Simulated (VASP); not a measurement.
NaW:

```xyz
2
Lattice="2.6681 0.0000 0.0000 -1.3341 2.3106 0.0000 0.0000 0.0000 6.7171" Properties=species:S:1:pos:R:3 pbc="T T T"
Na    0.0000    0.0000    3.3585
W     0.0000    0.0000    0.0000
```

The cell was generated, and may not be a known phase.

| Item | Value |
| --- | --- |
| Program | VASP 6.6.1 |
| Task | relaxation of cell and atoms |
| Functional | PBE |
| Potentials or basis | VASP PAW PBE potentials, release 64 (Na_pv, W_sv) |
| Cutoff | 600 eV |
| k mesh | 6 × 6 × 4 |
| Occupations | gaussian, width 0.1 eV |
| Spin | no spin polarisation |

At the start: pressure 4.7 GPa; volume 20.71 Å³/atom.

Question: Where does the relaxation end?

Answer: Over 8 steps the energy falls by 227.2 meV/atom and the volume is 19.57 Å³/atom (-5.5 %); space group P6/mmm (No. 191, to 0.1 Å) before and after.

Step by step:
```csv
step,energy change (eV),largest force (eV/Å),pressure (GPa),volume (Å³)
1,0.0000,0.0000,4.69,41.41
2,-0.2053,0.0000,-10.72,44.61
3,-0.3390,0.0000,-6.86,43.49
4,-0.3390,0.0000,-6.45,43.39
5,-0.4442,0.0000,-0.99,39.21
6,-0.4468,0.0000,-1.88,39.70
7,-0.4466,0.0000,2.03,38.59
8,-0.4544,0.0000,0.00,39.14
```

Final structure:
```
CELL_PARAMETERS angstrom
2.76127 0.00000 0.00000
-1.38064 2.39133 0.00000
0.00000 0.00000 5.92806
ATOMIC_POSITIONS crystal
Na 0.00000 0.00000 0.50000
W 0.00000 0.00000 0.00000
```

Caveat: the k points lie up to 0.44 Å⁻¹ apart in the final cell, too coarse for converged energies and pressures of a metal.
